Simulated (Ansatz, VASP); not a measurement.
# One calculation of CsMgF3, two programs

The input INCAR:

```
PREC = Accurate
ENCUT = 520
EDIFF = 1E-6
ISMEAR = 0
SIGMA = 0.01
LREAL = False
LASPH = True
NELM = 80
ALGO = Normal
ISIF = 2
LWAVE = False
LCHARG = False
GGA = CA
NBANDS = 24
```

File KPOINTS:

```
regular mesh
0
Gamma
  4 4 4
```

The input POSCAR:

```
CsMgF3
1.0
    4.2523100000      0.0000000000      0.0000000000
    0.0000000000      4.2523100000      0.0000000000
    0.0000000000      0.0000000000      4.2523100000
Cs Mg F
1 1 3
Direct
    0.0000000000      0.0000000000      0.0000000000
    0.5000000000      0.5000000000      0.5000000000
    0.0000000000      0.5000000000      0.5000000000
    0.5000000000      0.0000000000      0.5000000000
    0.5000000000      0.5000000000      0.0000000000
```

Input for Ansatz:

```yaml
crystal:
  lattice:
    - [4.25231, 0.0, 0.0]
    - [0.0, 4.25231, 0.0]
    - [0.0, 0.0, 4.25231]
  atoms:
    - { symbol: Cs, position: [0.0, 0.0, 0.0] }
    - { symbol: Mg, position: [0.5, 0.5, 0.5] }
    - { symbol: F, position: [0.0, 0.5, 0.5] }
    - { symbol: F, position: [0.5, 0.0, 0.5] }
    - { symbol: F, position: [0.5, 0.5, 0.0] }
kpoints:
  mp_grid:
    grid: [4, 4, 4]
hamiltonian:
  xc: lda
scf:
  occupations:
    method: fixed
output:
  wannier:
    kmesh: [4, 4, 4]
    projections:
      - { species: F, l: p }
    minimise: true
```

Alike in both runs: task single point; functional LDA; k mesh 4 × 4 × 4; no spin polarisation.

```csv
,VASP,Ansatz
version,VASP 6.6.1,Ansatz 0.2.0
potentials or method,"VASP PAW LDA potentials, release 64 (Cs_sv, Mg, F)","plane waves, PAW"
plane-wave cutoff (eV),520,420
occupations,"gaussian, width 0.01 eV",fixed
valence electrons in the cell,32,40
```

```tsv
	VASP	Ansatz	Ansatz less VASP
gap on the k mesh at the Fermi level (eV)	6.35	6.38	+0.032
```

LDA's correlation is that of Perdew and Zunger in VASP and of Perdew and Wang (1992) in Ansatz. VASP's potentials hold 32 valence electrons a cell and Ansatz's 40, so a difference there can come from the potentials and not from the codes.

Neither program's run includes spin-orbit coupling.
